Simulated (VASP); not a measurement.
A run of VASP 6.6.1 is set up as follows.

INCAR

```
PREC = Accurate
ENCUT = 520
EDIFF = 1E-7
ISMEAR = -1
SIGMA = 0.05
LREAL = False
LASPH = True
NELM = 80
ALGO = Normal
ISIF = 2
LWAVE = False
LCHARG = False
GGA = PS
NBANDS = 10
```

KPOINTS

```
Automatic mesh
0
Gamma
  9 9 7
```

Contents of POSCAR:

```
MgSi
1.0
    2.8888739890      0.0000000000      0.0000000000
    0.0000000000      2.8888739890      0.0000000000
    0.0000000000      0.0000000000      4.0758863917
Si Mg
1 1
Direct
    0.5000000000      0.5000000000      0.5000000000
    0.0000000000      0.0000000000      0.0000000000
```

Potentials or basis: VASP PAW PBE potentials, release 64 (Si, Mg).

Command:

```bash
$ cat potpaw_PBE.64/Si/POTCAR potpaw_PBE.64/Mg/POTCAR > POTCAR
$ mpirun -np 1 vasp_std > vasp.out
```

(1) Estimate the band gap on the k mesh.

(2) Predict the pressure.

Results:

(1) zero (band 3 reaches 11.18 eV, above the bottom of band 4 at 5.16 eV).

(2) -0.3 GPa.

Caveat: the PAW data sets were made with another functional, which shifts forces and pressure a little.
